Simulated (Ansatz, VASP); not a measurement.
**Two plane-wave programs on Cu**

```
Cu
1.0
     0.00000    1.75895    1.75895
     1.75895    0.00000    1.75895
     1.75895    1.75895    0.00000
Cu
1
Direct
  0.00000 0.00000 0.00000
```

Alike in both runs: functional LDA; k mesh 38 × 38 × 38; occupations gaussian, width 0.1 eV; no spin polarisation.

Ansatz relaxed the structure, and its values are those at the end. VASP's run is a single point on that final structure, the one shown.

```csv
,VASP,Ansatz
version,VASP 6.6.1,Ansatz 0.2.0
potentials or method,"VASP PAW LDA potentials, release 64 (Cu)","scalar-relativistic, plane waves, PAW"
plane-wave cutoff (eV),520,420
valence electrons in the cell,11,19
```

Ansatz gave:

```
gap on the k mesh at the Fermi level (eV) : none
pressure (GPa)                            : 0.0
```

Question: What did VASP give for the same quantities?

Answer: gap on the k mesh at the Fermi level (eV): none; pressure (GPa): 1.2.

LDA's correlation is that of Perdew and Zunger in VASP and of Perdew and Wang (1992) in Ansatz. A gap of «none» marks a metal or a gap that the smearing closes. VASP's potentials hold 11 valence electrons a cell and Ansatz's 19, so a difference there can come from the potentials and not from the codes.
